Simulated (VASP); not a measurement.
# Rh (Fm-3m) in VASP: further runs

Runs on Rh. Level: LDA. Tasks: single point.

All numbers are computed with VASP 6.6.1; they aren't measurements. Logs are shortened: lines on timing, memory, paths and dates and some standing lists are left out, and cuts for length are marked.

### 1 The cell of the first run

The structure is cubic, space group Fm-3m (No. 225). The conventional cell has a = 3.755 Å, b = 3.755 Å, c = 3.755 Å, α = 90.00°, β = 90.00°, γ = 90.00°. Within 3.5 Å of Rh (site symmetry m-3m) lie 12 Rh at 2.65 Å.

### 2 Single point, LDA

Contents of INCAR:

```
  PREC = Accurate
  ENCUT = 520
  EDIFF = 1E-6
  ISMEAR = -1
  SIGMA = 0.08
  LREAL = False
  LASPH = True
  NELM = 60
  ALGO = Normal
  ISIF = 2
  LWAVE = False
  LCHARG = True
  LELF = True
  LVHAR = True
  NBANDS = 22
```

Contents of KPOINTS:

```
Automatic mesh
0
Gamma
  14 10 14
```

Contents of POSCAR:

```
Rh
1.0
   -1.8772712008      1.8772712008      0.0000000000
    0.0000000000      0.0000000000      3.7545424016
    1.8772712008      1.8772712008      0.0000000000
Rh
2
Direct
    0.0000000000      0.0000000000      0.0000000000
    0.5000000000      0.5000000000      0.5000000000
```

Potentials or basis: VASP PAW LDA potentials, release 64 (Rh_pv).

Started as:

```bash
> cat potpaw_LDA.64/Rh_pv/POTCAR > POTCAR
> mpirun -np 1 vasp_std > vasp.out
```

OUTCAR:

```text
PREC = Accurate
   ENCUT = 520
   EDIFF = 1E-6
   ISMEAR = -1
   LREAL = False
   LASPH = True
   NELM = 60
   ISIF = 2

 ion  position               nearest neighbor table
   1  0.000  0.000  0.000-   2 2.65   2 2.65   2 2.65   2 2.65   2 2.65   2 2.65   2 2.65   2 2.65

   2  0.500  0.500  0.500-   1 2.65   1 2.65   1 2.65   1 2.65   1 2.65   1 2.65   1 2.65   1 2.65

  LATTYP: Found a simple tetragonal cell.
 ALAT       =     2.6548623924
 C/A-ratio  =     1.4142135624

  Lattice vectors:

 A1 = (   1.8772712008,  -1.8772712008,   0.0000000000)
 A2 = (   1.8772712008,   1.8772712008,   0.0000000000)
 A3 = (   0.0000000000,   0.0000000000,   3.7545424016)

Analysis of symmetry for initial positions (statically):
=====================================================================
 Subroutine PRICEL returns following result:

  LATTYP: Found a face centered cubic cell.
 ALAT       =     3.7545424016

  Lattice vectors:

 A1 = (   1.8772712008,   0.0000000000,   1.8772712008)
 A2 = (   1.8772712008,   1.8772712008,   0.0000000000)
 A3 = (   0.0000000000,   1.8772712008,   1.8772712008)

   2 primitive cells build up your supercell.

 Routine SETGRP: Setting up the symmetry group for a
 simple tetragonal supercell.

 Subroutine GETGRP returns: Found 16 space group operations
 (whereof 16 operations were pure point group operations)
 out of a pool of 16 trial point group operations.

The static configuration has the point symmetry D_4h.

Analysis of symmetry for dynamics (positions and initial velocities):
=====================================================================
 Subroutine PRICEL returns following result:

  LATTYP: Found a face centered cubic cell.
 ALAT       =     3.7545424016

  Lattice vectors:

 A1 = (   1.8772712008,   0.0000000000,   1.8772712008)
 A2 = (   1.8772712008,   1.8772712008,   0.0000000000)
 A3 = (   0.0000000000,   1.8772712008,   1.8772712008)

   2 primitive cells build up your supercell.

 Routine SETGRP: Setting up the symmetry group for a
 simple tetragonal supercell.

 Subroutine GETGRP returns: Found 16 space group operations
 (whereof 16 operations were pure point group operations)
 out of a pool of 16 trial point group operations.

The dynamic configuration has the point symmetry D_4h.

 Subroutine INISYM returns: Found 16 space group operations
 (whereof 16 operations are pure point group operations),
 and found     2 'primitive' translations

----------------------------------------------------------------------------------------

                                     Primitive cell

  volume of cell :      13.2316

  direct lattice vectors                    reciprocal lattice vectors
     1.877271201  0.000000000  1.877271201     0.266344042 -0.266344042  0.266344042
     1.877271201  1.877271201  0.000000000     0.266344042  0.266344042 -0.266344042
     0.000000000  1.877271201  1.877271201    -0.266344042  0.266344042  0.266344042

  length of vectors
     2.654862392  2.654862392  2.654862392     0.461321413  0.461321413  0.461321413

  position of ions in fractional coordinates (direct lattice)
     0.000000000  0.000000000  0.000000000

  ion indices of the primitive-cell ions
   primitive index   ion index
                 1           1

----------------------------------------------------------------------------------------

 KPOINTS: Automatic mesh

Automatic generation of k-mesh.
 Grid dimensions read from file:
 generate k-points for:   14   10   14

 Generating k-lattice:

  Cartesian coordinates                     Fractional coordinates (reciprocal lattice)
    -0.019024574  0.019024574  0.000000000     0.071428571  0.000000000  0.000000000
     0.000000000  0.000000000  0.026634404     0.000000000  0.100000000  0.000000000
     0.019024574  0.019024574  0.000000000     0.000000000  0.000000000  0.071428571

  Length of vectors
     0.026904811  0.026634404  0.026904811

  Shift w.r.t. Gamma in fractional coordinates (k-lattice)
     0.000000000  0.000000000  0.000000000

 Subroutine IBZKPT returns following result:
 ===========================================

 Found    216 irreducible k-points:

 Following reciprocal coordinates:
            Coordinates               Weight
  0.000000  0.000000  0.000000      1.000000
  0.071429  0.000000  0.000000      4.000000
  0.142857  0.000000  0.000000      4.000000
  0.214286  0.000000  0.000000      4.000000
  0.285714  0.000000  0.000000      4.000000
  0.357143  0.000000  0.000000      4.000000
[... 16 lines left out ...]
  0.428571  0.200000  0.000000      8.000000
  0.500000  0.200000  0.000000      4.000000
 [... further k-points ...]
   k-points           NKPTS =    216   k-points in BZ     NKDIM =    216   number of bands    NBANDS=     22
   number of dos      NEDOS =    301   number of ions     NIONS =      2
   total plane-waves  NPLWV =  11200
   dimension x,y,z NGX =    20 NGY =   28 NGZ =   20
   dimension x,y,z NGXF=    40 NGYF=   56 NGZF=   40
   ions per type =               2
   NGX,Y,Z   is equivalent  to a cutoff of  12.52, 12.40, 12.52 a.u.
   NGXF,Y,Z  is equivalent  to a cutoff of  25.05, 24.80, 25.05 a.u.
 SYSTEM =  unknown system
   PREC   = accura    normal or accurate (medium, high low for compatibility)
   ISTART =      0    job   : 0-new  1-cont  2-samecut
   ICHARG =      2    charge: 1-file 2-atom 10-const
   ISPIN  =      1    spin polarized calculation?
   LNONCOLLINEAR =      F non collinear calculations
   LSORBIT =      F    spin-orbit coupling
   LASPH  =      T    aspherical Exc in radial PAW
   ENCUT  =  520.0 eV  38.22 Ry    6.18 a.u.   4.94  6.98  4.94*2*pi/ulx,y,z
   NELM   =     60;   NELMIN=  2; NELMDL= -5     # of ELM steps
   EDIFF  = 0.1E-05   stopping-criterion for ELM
   LREAL  =      F    real-space projection
   EDIFFG = 0.1E-04   stopping-criterion for IOM
   NSW    =      0    number of steps for IOM
   IBRION =     -1    ionic relax: 0-MD 1-quasi-New 2-CG
   NFREE  =      0    steps in history (QN), initial steepest desc. (CG)
   ISIF   =      2    stress and relaxation
   ISYM   =      2    0-nonsym 1-usesym 2-fastsym
   POTIM  = 0.5000    time-step for ionic-motion
   TEBEG  =    0.0;   TEEND  =   0.0 temperature during run
   PSTRESS=    0.0 pullay stress
   NELECT =      30.0000    total number of electrons
   NUPDOWN=      -1.0000    fix difference up-down
   EMIN   =  10.00;   EMAX   =-10.00  energy-range for DOS
   EFERMI =   0.00;   METHOD = LEGACY
   ISMEAR =    -1;   SIGMA  =   0.08  broadening in eV -4-tet -1-fermi 0-gaus
   EFERMI_NEDOS =   21; number of points for ismear=-14 and -15
   IALGO  =     38    algorithm
   IMIX   =      4    mixing-type and parameters
     AMIX     =   0.40;   BMIX     =  1.00
     AMIX_MAG =   1.60;   BMIX_MAG =  1.00
  volume/ion in A,a.u.               =      13.23        89.29
  Fermi-wavevector in a.u.,A,eV,Ry     =   1.707005  3.225773 39.645574  2.913868
  Thomas-Fermi vector in A             =   2.785937
   LORBIT       =      0    0 simple, 1 ext, 2 COOP (PROOUT), +10 PAW based schemes
   GGA     = CA    functional components
   LHFCALC =     F    Hartree Fock is set to
   AEXX    =    0.0000 exact exchange contribution
   IVDW    =     0    specifies the selected vdW correction
   LEPSILON=     F    determine dielectric tensor
   LRPA    =     F    only Hartree local field effects (RPA)
 non-spin polarized calculation
  energy-cutoff  :      520.00
  volume of cell :       26.46
 maximum number of plane-waves:       736
 NGX is ok and might be reduce to    20
   NGX =  9   NGY = 13   NGZ =  9

 number of electron      29.9999984 magnetization

 Free energy of the ion-electron system (eV)
  ---------------------------------------------------
  ext. energy  EPLUGINS =         0.00000000
  ---------------------------------------------------
  free energy    TOTEN  =       -17.39193101 eV

  energy without entropy =      -17.34074643  energy(sigma->0) =      -17.36633872

 E-fermi :  12.4226     XC(G=0): -14.5971

 val. band max:       12.4219404313   @ k =   0.0714   0.3000   0.0714
 cond. band min:      12.4258459366   @ k =   0.3571   0.1000   0.0000
 fundamental gap:      0.0039055053
 Fermi energy:        12.4226285761

 k-point     1 :       0.0000    0.0000    0.0000
  band No.  band energies     occupation
      1     -34.5968      2.00000
      2     -34.1058      2.00000
      3     -34.1058      2.00000
      4     -33.7965      2.00000
      5     -33.7946      2.00000
      6     -33.7946      2.00000
[... 14 lines left out ...]
     21      25.8670      0.00000
     22      28.3444      0.00000

 k-point     2 :       0.0714    0.0000    0.0000
  band No.  band energies     occupation
      1     -34.5849      2.00000
      2     -34.1248      2.00000
      3     -34.1000      2.00000
      4     -33.8220      2.00000
      5     -33.8044      2.00000
      6     -33.7966      2.00000
[... 14 lines left out ...]
     21      26.1829      0.00000
     22      28.5618      0.00000

 k-point     3 :       0.1429    0.0000    0.0000
  band No.  band energies     occupation
      1     -34.5500      2.00000
      2     -34.1773      2.00000
      3     -34.0833      2.00000
      4     -33.8987      2.00000
      5     -33.8282      2.00000
      6     -33.8028      2.00000
[... 14 lines left out ...]
     21      27.0752      0.00000
     22      29.1549      0.00000
[... 476 lines left out ...]
 k-point    23 :       0.4286    0.2000    0.0000
  band No.  band energies     occupation
      1     -34.5377      2.00000
      2     -34.4619      2.00000
      3     -34.1042      2.00000
      4     -33.9808      2.00000
      5     -33.9419      2.00000
      6     -33.8857      2.00000
[... 14 lines left out ...]
     21      28.4064      0.00000
     22      29.3157      0.00000

 k-point    24 :       0.5000    0.2000    0.0000
  band No.  band energies     occupation
      1     -34.5193      2.00000
      2     -34.5193      2.00000
      3     -34.0428      2.00000
      4     -34.0428      2.00000
      5     -33.9119      2.00000
      6     -33.9119      2.00000
[... 14 lines left out ...]
     21      28.9136      0.00000
     22      28.9136      0.00000

 [... further k-points ...]

------------------------ aborting loop because EDIFF is reached ----------------------------------------

  FORCE on cell =-STRESS in cart. coord.  units (eV):
  Direction    XX          YY          ZZ          XY          YZ          ZX
  --------------------------------------------------------------------------------------
  -------------------------------------------------------------------------------------
  Total        0.1529760      0.1529760      0.1468107      0.0000000     -0.0000000      0.0000000
  in kB        9.2617459      9.2617459      8.8884737      0.0000000     -0.0000000      0.0000000
  external PRESSURE =       9.1373219 kB  Pullay stress =       0.0000000 kB

 VOLUME and BASIS-vectors are now :
 -----------------------------------------------------------------------------
  energy-cutoff  :      520.00
  volume of cell :       26.46
      direct lattice vectors                 reciprocal lattice vectors
    -1.877271201  1.877271201  0.000000000    -0.266344042  0.266344042  0.000000000
     0.000000000  0.000000000  3.754542402     0.000000000  0.000000000  0.266344042
     1.877271201  1.877271201  0.000000000     0.266344042  0.266344042  0.000000000

 POSITION                                       TOTAL-FORCE (eV/Angst)
 -----------------------------------------------------------------------------------
      0.00000      0.00000      0.00000         0.000000     -0.000000      0.000000
      0.00000      1.87727      1.87727        -0.000000      0.000000     -0.000000
 -----------------------------------------------------------------------------------
    total drift:                                0.000000     -0.000000      0.000000

  FREE ENERGIE OF THE ION-ELECTRON SYSTEM (eV)
  ---------------------------------------------------
  free  energy   TOTEN  =       -17.3919310114 eV

  energy  without entropy=      -17.3407464266  energy(sigma->0) =      -17.36633872
```

It took 60 s on 1 thread of Intel Xeon Platinum 8488C (Sapphire Rapids), shared host; peak memory 0.2 GiB.

What came out:

```yaml
Free_energy: -17.3919 eV
Pressure: 0.9 GPa
Band_gap_on_the_k_mesh: zero (bands 15 and 16 overlap by 2.64 eV)
```

### 3 Single point, LDA

Contents of INCAR:

```
ALGO = Normal
EDIFF = 1E-6
ENCUT = 520
GGA = CA
ISIF = 2
ISMEAR = -1
LASPH = T
LCHARG = F
LREAL = F
LWAVE = F
NBANDS = 22
NELM = 80
PREC = Accurate
SIGMA = 0.08
```

Contents of KPOINTS:

```
k-points
0
Gamma
  14 10 14
```

POSCAR is that of step 2.

Potentials or basis: VASP PAW LDA potentials, release 64 (Rh_pv).

Started as:

```bash
> cat potpaw_LDA.64/Rh_pv/POTCAR > POTCAR
> mpirun -np 1 vasp_std > vasp.out
```

Run time: 49 s. Hardware: 1 thread of Intel Xeon Platinum 8488C (Sapphire Rapids), shared host; peak memory 0.2 GiB.

It converged, with:

```yaml
Free_energy: -17.3919 eV
Pressure: 0.9 GPa
Band_gap_on_the_k_mesh: zero (bands 15 and 16 overlap by 2.64 eV)
```

Levels at points of the mesh, in eV from the Fermi level:
| k point | band 11 | band 12 | band 13 | band 14 | band 15 | band 16 | band 17 | band 18 | band 19 | band 20 |
| --- | --- | --- | --- | --- | --- | --- | --- | --- | --- | --- |
| (0.00, 0.00, 0.00) | -3.29 | -3.29 | -1.03 | -1.03 | 0.62 | 1.08 | 1.08 | 3.27 | 12.76 | 13.44 |
| (0.50, 0.00, 0.00) | -3.67 | -3.67 | -2.01 | -2.01 | -1.17 | -1.17 | 3.22 | 3.22 | 13.61 | 13.61 |
| (0.00, 0.50, 0.00) | -2.05 | -2.05 | -1.56 | -1.56 | -1.56 | -1.56 | -0.25 | -0.25 | 18.65 | 18.65 |
| (0.50, 0.50, 0.00) | -3.36 | -3.36 | 0.64 | 0.64 | 0.64 | 0.64 | 0.67 | 0.67 | 9.00 | 9.00 |
| (0.50, 0.00, 0.50) | 0.62 | 0.62 | 1.08 | 1.08 | 1.08 | 1.08 | 3.27 | 3.27 | 12.76 | 12.76 |
| (0.50, 0.50, 0.50) | -4.04 | -4.04 | -1.28 | -1.28 | 1.08 | 1.08 | 9.88 | 9.88 | 9.88 | 9.88 |
